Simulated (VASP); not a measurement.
# Si2WC3 (P-6m2) in VASP: single point with PBE

Aim: the single point of Si2WC3 with PBE.

Program: VASP 6.6.1. These are calculated values, not measurements. Logs are shortened: lines on timing, memory, paths and dates and some standing lists are left out, and cuts for length are marked.

**1. The cell of the first run**

It takes space group P-6m2 (No. 187, hexagonal). The conventional cell has a = 3.005 Å, b = 3.005 Å, c = 8.393 Å, α = 90.00°, β = 90.00°, γ = 120.00°. Within 2.4 Å of Si (site symmetry 3m) lie 4 C at 1.76 to 2.10 Å and 1 Si at 2.38 Å. Within 2.8 Å of W (site symmetry -6m2) lie 6 C at 2.13 Å. Within 2.3 Å of C (site symmetry 3m) lie 1 Si at 1.76 Å and 3 W at 2.13 Å. Within 2.8 Å of C (site symmetry -6m2) lie 6 Si at 2.10 Å.

**2. Single point, PBE**

The input, INCAR:

```
SYSTEM = Si2WC3
ALGO = Normal
EDIFF = 1E-6
ENCUT = 600
GGA = PE
GGA_COMPAT = .FALSE.
ISIF = 2
ISMEAR = 0
LASPH = .TRUE.
LCHARG = .TRUE.
LELF = .TRUE.
LREAL = .FALSE.
LVHAR = .TRUE.
LWAVE = .FALSE.
NBANDS = 26
NELM = 120
PREC = Accurate
SIGMA = 0.2
```

The input, KPOINTS:

```
k-points
0
G
  6 6 2
  0 0 0
```

The input, POSCAR:

```
Si2WC3
1.0
    3.0049823142      0.0000000000      0.0000000000
   -1.5024911571      2.6023910220      0.0000000000
    0.0000000000      0.0000000000      8.3932804232
Si W C
2 1 3
Direct
    0.3333333333      0.6666666667      0.3580885734
    0.3333333333      0.6666666667      0.6419114266
    0.0000000000      0.0000000000      0.0000000000
    0.3333333333      0.6666666667      0.1479070486
    0.3333333333      0.6666666667      0.8520929514
    0.0000000000      0.0000000000      0.5000000000
```

Potentials or basis: VASP PAW PBE potentials, release 64 (Si, W_sv, C).

On the command line:

```console
$ cat potpaw_PBE.64/Si/POTCAR potpaw_PBE.64/W_sv/POTCAR potpaw_PBE.64/C/POTCAR > POTCAR
$ mpirun -np 1 vasp_std > vasp.out
```

OUTCAR:

```text
SYSTEM = Si2WC3
   EDIFF = 1E-6
   ENCUT = 600
   GGA = PE
   ISIF = 2
   ISMEAR = 0
   LASPH = .TRUE.
   LREAL = .FALSE.
   NELM = 120
   PREC = Accurate

 ion  position               nearest neighbor table
   1  0.333  0.667  0.358-   4 1.76   6 2.10   6 2.10   6 2.10   2 2.38
   2  0.333  0.667  0.642-   5 1.76   6 2.10   6 2.10   6 2.10   1 2.38
   3  0.000  0.000  0.000-   4 2.13   5 2.13   4 2.13   5 2.13   4 2.13   5 2.13
   4  0.333  0.667  0.148-   1 1.76   3 2.13   3 2.13   3 2.13
   5  0.333  0.667  0.852-   2 1.76   3 2.13   3 2.13   3 2.13
   6  0.000  0.000  0.500-   1 2.10   2 2.10   1 2.10   2 2.10   1 2.10   2 2.10

  LATTYP: Found a hexagonal cell.
 ALAT       =     3.0049823142
 C/A-ratio  =     2.7931214049

  Lattice vectors:

 A1 = (   3.0049823142,   0.0000000000,   0.0000000000)
 A2 = (  -1.5024911571,   2.6023910220,   0.0000000000)
 A3 = (   0.0000000000,   0.0000000000,   8.3932804232)

Analysis of symmetry for initial positions (statically):
=====================================================================
 Subroutine PRICEL returns:
 Original cell was already a primitive cell.

 Routine SETGRP: Setting up the symmetry group for a
 hexagonal supercell.

 Subroutine GETGRP returns: Found 12 space group operations
 (whereof 12 operations were pure point group operations)
 out of a pool of 24 trial point group operations.

The static configuration has the point symmetry D_3h.

Analysis of symmetry for dynamics (positions and initial velocities):
=====================================================================
 Subroutine PRICEL returns:
 Original cell was already a primitive cell.

 Routine SETGRP: Setting up the symmetry group for a
 hexagonal supercell.

 Subroutine GETGRP returns: Found 12 space group operations
 (whereof 12 operations were pure point group operations)
 out of a pool of 24 trial point group operations.

The dynamic configuration has the point symmetry D_3h.

 Subroutine INISYM returns: Found 12 space group operations
 (whereof 12 operations are pure point group operations),
 and found     1 'primitive' translations

----------------------------------------------------------------------------------------

                                     Primitive cell

  volume of cell :      65.6366

[... 84 lines left out ...]
   NELM   =    120;   NELMIN=  2; NELMDL= -5     # of ELM steps
   EDIFF  = 0.1E-05   stopping-criterion for ELM
   LREAL  =      F    real-space projection
   EDIFFG = 0.1E-04   stopping-criterion for IOM
   NSW    =      0    number of steps for IOM
   IBRION =     -1    ionic relax: 0-MD 1-quasi-New 2-CG
   NFREE  =      0    steps in history (QN), initial steepest desc. (CG)
   ISIF   =      2    stress and relaxation
   ISYM   =      2    0-nonsym 1-usesym 2-fastsym
   POTIM  = 0.5000    time-step for ionic-motion
   TEBEG  =    0.0;   TEEND  =   0.0 temperature during run
   PSTRESS=    0.0 pullay stress
   NELECT =      34.0000    total number of electrons
   NUPDOWN=      -1.0000    fix difference up-down
   EMIN   =  10.00;   EMAX   =-10.00  energy-range for DOS
   EFERMI =   0.00;   METHOD = LEGACY
   ISMEAR =     0;   SIGMA  =   0.20  broadening in eV -4-tet -1-fermi 0-gaus
   EFERMI_NEDOS =   21; number of points for ismear=-14 and -15
   IALGO  =     38    algorithm
   IMIX   =      4    mixing-type and parameters
     AMIX     =   0.40;   BMIX     =  1.00
     AMIX_MAG =   1.60;   BMIX_MAG =  1.00
  volume/ion in A,a.u.               =      10.94        73.82
  Fermi-wavevector in a.u.,A,eV,Ry     =   1.314778  2.484570 23.519588  1.728641
  Thomas-Fermi vector in A             =   2.445007
   LORBIT       =      0    0 simple, 1 ext, 2 COOP (PROOUT), +10 PAW based schemes
   GGA     = PE    functional components
   LHFCALC =     F    Hartree Fock is set to
   AEXX    =    0.0000 exact exchange contribution
   IVDW    =     0    specifies the selected vdW correction
   LEPSILON=     F    determine dielectric tensor
   LRPA    =     F    only Hartree local field effects (RPA)
 non-spin polarized calculation
 Gauss-broadening in eV      SIGMA  =   0.20
  energy-cutoff  :      600.00
  volume of cell :       65.64
 maximum number of plane-waves:      2232
   NGX = 13   NGY = 13   NGZ = 33

 number of electron      33.9999996 magnetization

 Free energy of the ion-electron system (eV)
  ---------------------------------------------------
  ext. energy  EPLUGINS =         0.00000000
  ---------------------------------------------------
  free energy    TOTEN  =       -47.48638602 eV

  energy without entropy =      -47.45374277  energy(sigma->0) =      -47.47006440

 E-fermi :   9.2791     XC(G=0): -11.9937

 val. band max:        9.2346138780   @ k =   0.3333   0.1667   0.0000
 cond. band min:       9.4413801176   @ k =   0.1667  -0.0000   0.5000
 fundamental gap:      0.2067662395
 Fermi energy:         9.2791294776

 k-point     1 :       0.0000    0.0000    0.0000
  band No.  band energies     occupation
      1     -64.3641      2.00000
      2     -28.6203      2.00000
      3     -28.3673      2.00000
      4     -28.3673      2.00000
      5      -7.7972      2.00000
      6      -4.0846      2.00000
[... 395 lines left out ...]
     25      15.8927      0.00000
     26      16.4999      0.00000

------------------------ aborting loop because EDIFF is reached ----------------------------------------

  FORCE on cell =-STRESS in cart. coord.  units (eV):
  Direction    XX          YY          ZZ          XY          YZ          ZX
  --------------------------------------------------------------------------------------
  -------------------------------------------------------------------------------------
  Total        0.0429912      0.0429912     -0.0420689      0.0000000      0.0000000      0.0000000
  in kB        1.0494061      1.0494061     -1.0268941      0.0000000      0.0000000      0.0000000
  external PRESSURE =       0.3573060 kB  Pullay stress =       0.0000000 kB

 VOLUME and BASIS-vectors are now :
 -----------------------------------------------------------------------------
  energy-cutoff  :      600.00
  volume of cell :       65.64
      direct lattice vectors                 reciprocal lattice vectors
     3.004982314  0.000000000  0.000000000     0.332780661  0.192131004  0.000000000
    -1.502491157  2.602391022  0.000000000     0.000000000  0.384262008  0.000000000
     0.000000000  0.000000000  8.393280423     0.000000000  0.000000000  0.119142927

 POSITION                                       TOTAL-FORCE (eV/Angst)
 -----------------------------------------------------------------------------------
     -0.00000      1.73493      3.00554        -0.000000      0.000000      0.016388
     -0.00000      1.73493      5.38774        -0.000000     -0.000000     -0.016388
      0.00000      0.00000      0.00000         0.000000      0.000000     -0.000000
     -0.00000      1.73493      1.24143        -0.000000     -0.000000      0.033119
     -0.00000      1.73493      7.15186         0.000000      0.000000     -0.033119
      0.00000      0.00000      4.19664         0.000000      0.000000     -0.000000
 -----------------------------------------------------------------------------------
    total drift:                                0.000000     -0.000000     -0.000000

  FREE ENERGIE OF THE ION-ELECTRON SYSTEM (eV)
  ---------------------------------------------------
  free  energy   TOTEN  =       -47.4863860242 eV

  energy  without entropy=      -47.4537427718  energy(sigma->0) =      -47.47006440
```

Wall time 24 s (1 thread of Intel Xeon Platinum 8375C at 2.90GHz (Ice Lake), shared host); peak memory 0.2 GiB.

What came out:

- Free energy: -47.4864 eV
- Pressure: 0.0 GPa
- Largest force: 0.033 eV/Å
- Band gap on the k mesh: zero (bands 17 and 18 overlap by 0.94 eV)

Forces in eV/Å, atoms in the order of the input:
```
Si   0.000  0.000  0.016
Si   0.000  0.000 -0.016
W    0.000  0.000  0.000
C    0.000  0.000  0.033
C    0.000  0.000 -0.033
C    0.000  0.000  0.000
```

Caveat: the k points lie up to 0.40 Å⁻¹ apart, too coarse for converged energies and pressures of a metal; spin-orbit coupling is left out, which moves the levels of the heavy elements.

The gap in the log of VASP goes by the Fermi energy; the results here count the filled bands.